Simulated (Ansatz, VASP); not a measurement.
**GaCo in VASP and in Ansatz**

```
CELL_PARAMETERS angstrom
2.97090 0.00000 0.00000
0.00000 2.97090 0.00000
0.00000 0.00000 2.97090
ATOMIC_POSITIONS crystal
Ga 0.50000 0.50000 0.50000
Co 0.00000 0.00000 0.00000
```

Alike in both runs: task single point; functional PBEsol; k mesh 8 × 8 × 8; occupations fermi-dirac, width 0.1 eV; collinear spin.

|  | VASP | Ansatz |
| --- | --- | --- |
| version | VASP 6.6.1 | Ansatz 0.2.0 |
| potentials or method | VASP PAW PBE potentials, release 64 (Ga_d, Co), cutoff 520 eV | plane waves, PAW |
| valence electrons in the cell | 22 | 30 |

VASP gave:

| Quantity | Value |
| --- | --- |
| pressure (GPa) | -19.3 |
| net moment per atom (μB) | 0.05 |
| size of the moment on the site where the two differ most (μB) | 0.12 |

Q: Estimate Ansatz's values.

A: Pressure (GPa): -19.4; net moment per atom (μB): 0.06; size of the moment on the site where the two differ most (μB): 0.14.

VASP's potentials were made for PBE, not for PBEsol. Site moments also hang on the region over which each program counts them. With one functional, cell and mesh, what is left measures potentials, basis and numerics. VASP's potentials hold 22 valence electrons a cell and Ansatz's 30, so a difference there can come from the potentials and not from the codes. Ansatz's warnings: seeded moment not kept.
